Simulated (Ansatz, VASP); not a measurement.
# Two plane-wave programs on Fe

File POSCAR:

```
Fe
1.0
   -1.4039932376      1.4039932376      1.4039932376
    1.4039932376     -1.4039932376      1.4039932376
    1.4039932376      1.4039932376     -1.4039932376
Fe
1
Direct
    0.0000000000      0.0000000000      0.0000000000
```

Contents of INCAR.step1:

```
SYSTEM = Fe
PREC     = Accurate       ! precision mode
ENCUT    = 520            ! plane-wave cutoff, eV
ISMEAR   = 0              ! smearing method
SIGMA    = 0.1            ! smearing width, eV
LREAL    = .FALSE.        ! projectors in reciprocal space
LASPH    = .TRUE.         ! aspherical terms in the spheres
NELM     = 150            ! most SCF steps
ISPIN    = 2              ! spin polarisation
MAGMOM   = 3.09           ! initial moments
LMAXMIX  = 4              ! l up to which the mixer works
NBANDS   = 14             ! bands
GGA      = PE             ! functional
ALGO     = Normal         ! electronic algorithm
EDIFF    = 1E-4           ! SCF threshold, eV
LWAVE    = .TRUE.         ! write WAVECAR
LCHARG   = .FALSE.        ! write CHGCAR
```

The input INCAR.step2:

```
SYSTEM = Fe
PREC     = Accurate       ! precision mode
ENCUT    = 520            ! plane-wave cutoff, eV
EDIFF    = 1E-6           ! SCF threshold, eV
ISMEAR   = 0              ! smearing method
SIGMA    = 0.1            ! smearing width, eV
LREAL    = .FALSE.        ! projectors in reciprocal space
LASPH    = .TRUE.         ! aspherical terms in the spheres
NELM     = 150            ! most SCF steps
ALGO     = Normal         ! electronic algorithm
ISIF     = 2              ! what is computed and relaxed
LWAVE    = .FALSE.        ! write WAVECAR
LCHARG   = .FALSE.        ! write CHGCAR
ISPIN    = 2              ! spin polarisation
MAGMOM   = 3.09           ! initial moments
LORBIT   = 11             ! projections on sites
LMAXMIX  = 4              ! l up to which the mixer works
METAGGA  = R2SCAN         ! meta-GGA
LMIXTAU  = .TRUE.       
NBANDS   = 14             ! bands
ISTART   = 1
```

The input KPOINTS:

```
Automatic mesh
0
G
  20 20 20
  0 0 0
```

Input for Ansatz:

```yaml
crystal:
  lattice:
    - [-1.4039932376, 1.4039932376, 1.4039932376]
    - [1.4039932376, -1.4039932376, 1.4039932376]
    - [1.4039932376, 1.4039932376, -1.4039932376]
  atoms:
    - { symbol: Fe, position: [0.0, 0.0, 0.0], spin: 3.09 }
basis:
  ecutwfc: 500
kpoints:
  mp_grid: { grid: [20, 20, 20] }
hamiltonian:
  xc: r2scan
scf:
  occupations: { method: gaussian, width: 0.1 }
output:
  forces: true
  stress: true
  eigenvalues: true
  populations: true
  write_density: true
  write_potential: true
  elf: true
  volumetric_format: npy
magnetization:
  spin_polarized: true
```

Alike in both runs: task single point; functional r2SCAN; k mesh 20 × 20 × 20; occupations gaussian, width 0.1 eV; collinear spin.

|  | VASP | Ansatz |
| --- | --- | --- |
| version | VASP 6.6.1 | Ansatz 0.2.0 |
| potentials or method | VASP PAW PBE potentials, release 64 (Fe), cutoff 520 eV | scalar-relativistic, plane waves, PAW |
| valence electrons in the cell | 8 | 16 |

|  | VASP | Ansatz | Ansatz less VASP |
| --- | --- | --- | --- |
| gap on the k mesh at the Fermi level (eV) | none | none | - |
| pressure (GPa) | 12.5 | 12.8 | +0.29 |
| net moment per atom (μB) | 2.59 | 2.59 | -0.002 |
| size of the moment on the site where the two differ most (μB) | 2.64 | 2.73 | +0.091 |

VASP's potentials were made for PBE, not for r2SCAN. Site moments also hang on the region over which each program counts them. A gap of «none» marks a metal or a gap that the smearing closes. VASP's potentials hold 8 valence electrons a cell and Ansatz's 16, so a difference there can come from the potentials and not from the codes. Ansatz's warnings: stability check not made.
